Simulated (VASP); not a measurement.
Here is a VASP 6.6.1 calculation.

The input INCAR:

```
SYSTEM = B7C
  PREC = Accurate
  ENCUT = 520
  EDIFF = 1E-6
  ISMEAR = 0
  SIGMA = 0.1
  LREAL = .False.
  LASPH = .True.
  NELM = 150
  ALGO = Normal
  ISIF = 2
  LWAVE = .False.
  LCHARG = .False.
  ISPIN = 2
  MAGMOM = 0 0 0 0 0 0 0 1
  LORBIT = 11
  GGA = PE
  NBANDS = 26
```

File KPOINTS:

```
regular mesh
0
Gamma
  6 6 6
  0 0 0
```

Contents of POSCAR:

```
B7C
1.0
    0.0000000000      3.1810919600      3.1810919600
    3.1810919600      0.0000000000      3.1810919600
    3.1810919600      3.1810919600      0.0000000000
B C
7 1
Direct
    0.5000000000      0.0000000000      0.0000000000
    0.0000000000      0.5000000000      0.5000000000
    0.0000000000      0.5000000000      0.0000000000
    0.5000000000      0.0000000000      0.5000000000
    0.0000000000      0.0000000000      0.5000000000
    0.5000000000      0.5000000000      0.0000000000
    0.5000000000      0.5000000000      0.5000000000
    0.0000000000      0.0000000000      0.0000000000
```

Potentials or basis: VASP PAW PBE potentials, release 64 (B, C).

Command:

```bash
$ cat potpaw_PBE.64/B/POTCAR potpaw_PBE.64/C/POTCAR > POTCAR
$ mpirun -np 1 vasp_std > vasp.out
```

What does it give for the pressure?

-38.1 GPa.

Predict the net moment.

0.00 μB per cell.
